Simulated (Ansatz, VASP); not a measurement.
MgO: VASP beside Ansatz

Contents of INCAR:

```
SYSTEM = MgO
  PREC = Accurate
  ENCUT = 520
  EDIFF = 1E-6
  ISMEAR = 0
  SIGMA = 0.05
  LREAL = .False.
  LASPH = .True.
  NELM = 100
  ALGO = Normal
  ISIF = 2
  LWAVE = .False.
  LCHARG = .True.
  GGA = PE
  LELF = .True.
  LVHAR = .True.
  NBANDS = 16
```

KPOINTS

```
Automatic mesh
0
Gamma
  9 9 6
  0 0 0
```

Contents of POSCAR:

```
MgO
1.0
    3.0832000000      0.0000000000      0.0000000000
   -1.5416000000      2.6701295249      0.0000000000
    0.0000000000      0.0000000000      5.1215474299
Mg O
2 2
Direct
    0.3333333333      0.6666666667      0.0063188013
    0.6666666667      0.3333333333      0.5063188013
    0.3333333333      0.6666666667      0.3982811987
    0.6666666667      0.3333333333      0.8982811987
```

Input for Ansatz:

```yaml
crystal:
  lattice:
    - [3.0832, 0.0, 0.0]
    - [-1.5416, 2.6701295249, 0.0]
    - [0.0, 0.0, 5.1215474299]
  atoms:
    - { symbol: Mg, position: [0.3333333333, 0.6666666667, 0.0063188013] }
    - { symbol: Mg, position: [0.6666666667, 0.3333333333, 0.5063188013] }
    - { symbol: O, position: [0.3333333333, 0.6666666667, 0.3982811987] }
    - { symbol: O, position: [0.6666666667, 0.3333333333, 0.8982811987] }
basis:
  ecutwfc: 520.0
kpoints:
  mp_grid: { grid: [9, 9, 6] }
hamiltonian:
  xc: pbe
  pseudopotentials: { kind: paw, azcp: { folder: soft_1 } }
scf:
  occupations: { method: gaussian, width: 0.05 }
output:
  forces: true
  stress: true
  eigenvalues: true
```

Alike in both runs: task single point; functional PBE; k mesh 9 × 9 × 6; occupations gaussian, width 0.05 eV; no spin polarisation.

```csv
,VASP,Ansatz
version,VASP 6.6.1,Ansatz 0.2.0
potentials or method,"VASP PAW PBE potentials, release 64 (Mg, O), cutoff 520 eV","scalar-relativistic, plane waves, PAW"
valence electrons in the cell,16,32
```

```csv
,VASP,Ansatz,Ansatz less VASP
gap on the k mesh at the Fermi level (eV),4.38,4.39,+0.014
least direct gap on the mesh (eV),4.38,4.39,+0.014
pressure (GPa),24.3,24.5,+0.16
"traceless stress, the component that is largest in VASP (GPa)",-16.04,-15.78,+0.261
rms of the force components (eV/Å),0.528,0.518,-0.0101
```

Atom by atom the forces differ by 0.010 eV/Å (rms over components). The functional is the same, so the differences come from potentials, cutoffs and numerics. VASP's potentials hold 16 valence electrons a cell and Ansatz's 32, so a difference there can come from the potentials and not from the codes.
